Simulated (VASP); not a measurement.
Crystal: Ir.

```
CELL_PARAMETERS angstrom
0.00000 1.91560 1.91560
1.91560 0.00000 1.91560
1.91560 1.91560 0.00000
ATOMIC_POSITIONS crystal
Ir 0.00000 0.00000 0.00000
```

Base run:

- Program: VASP 6.6.1
- Functional: PBE
- Potentials or basis: VASP PAW PBE potentials, release 64 (Ir)
- Cutoff: 500 eV
- k mesh: 8 × 8 × 8
- Occupations: fermi-dirac, width 0.05 eV
- Spin: no spin polarisation

Its results: pressure 13.7 GPa.

Problem. After a change of settings the same cell gave: pressure 12.2 GPa. Which change was it?
A. k mesh from 8 × 8 × 8 to 10 × 10 × 10
B. k mesh from 8 × 8 × 8 to 5 × 5 × 5
C. k mesh from 8 × 8 × 8 to 3 × 3 × 3

Solution. A.
